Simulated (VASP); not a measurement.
Set up this calculation in VASP 6.6.1, as the native input.

| Property | Result |
| --- | --- |
| Task | single point |
| Functional | r2SCAN |
| Potentials or basis | VASP PAW PBE potentials, release 64 (Pb_d, Se) |
| Cutoff | 520 eV |
| k mesh | 6 × 6 × 2 |
| Occupations | gaussian, width 0.1 eV |
| Spin | no spin polarisation |
| Dipole correction | no |
| Further INCAR settings | ALGO = Normal; EDIFF = 1e-06; NBANDS = 43 |

Crystal: Pb2Se.

```
CELL_PARAMETERS angstrom
3.65885 0.00000 0.00000
-1.82943 3.16866 0.00000
0.00000 0.00000 14.23144
ATOMIC_POSITIONS crystal
Pb 0.33333 0.66667 0.62750
Pb 0.66667 0.33333 0.12750
Pb 0.33333 0.66667 0.87250
Pb 0.66667 0.33333 0.37250
Se 0.33333 0.66667 0.25000
Se 0.66667 0.33333 0.75000
```

These files were run (other wordings do the same):

POSCAR

```
Pb2Se
1.0
    3.6588541418      0.0000000000      0.0000000000
   -1.8294270709      3.1686606356      0.0000000000
    0.0000000000      0.0000000000     14.2314422274
Pb Se
4 2
Direct
    0.3333333333      0.6666666667      0.6275000000
    0.6666666667      0.3333333333      0.1275000000
    0.3333333333      0.6666666667      0.8725000000
    0.6666666667      0.3333333333      0.3725000000
    0.3333333333      0.6666666667      0.2500000000
    0.6666666667      0.3333333333      0.7500000000
```

INCAR.step1

```
  PREC = Accurate
  ENCUT = 520
  ISMEAR = 0
  SIGMA = 0.1
  LREAL = F
  LASPH = T
  NELM = 60
  NBANDS = 43
  GGA = PE
  ALGO = Normal
  EDIFF = 1E-4
  LWAVE = T
  LCHARG = F
```

INCAR.step2

```
  PREC = Accurate
  ENCUT = 520
  EDIFF = 1E-6
  ISMEAR = 0
  SIGMA = 0.1
  LREAL = F
  LASPH = T
  NELM = 60
  ALGO = Normal
  ISIF = 2
  LWAVE = F
  LCHARG = F
  METAGGA = R2SCAN
  LMIXTAU = T
  NBANDS = 43
  ISTART = 1
```

KPOINTS

```
Automatic mesh
0
Gamma
  6 6 2
```

Potentials or basis: VASP PAW PBE potentials, release 64 (Pb_d, Se).

Run with:

```console
$ cat potpaw_PBE.64/Pb_d/POTCAR potpaw_PBE.64/Se/POTCAR > POTCAR
$ cp INCAR.step1 INCAR
$ mpirun -np 1 vasp_std > vasp.out
$ cp INCAR.step2 INCAR
$ mpirun -np 1 vasp_std > vasp.out
```

Results of the run:

```json
{"Pressure": "15.3 GPa", "Largest force": "3.634 eV/Å", "Band gap on the k mesh": "zero (band 34 reaches 8.37 eV, above the bottom of band 35 at 6.67 eV)"}
```

Caveat: the PAW data sets were made with another functional, which shifts forces and pressure a little; spin-orbit coupling is left out, which moves the levels of the heavy elements.

It took 6.9 min on 1 thread of Intel(R) Xeon(R) Platinum 8259CL CPU @ 2.50GHz (Skylake/Cascade Lake), with other jobs on the host, peak memory 0.34 GiB.
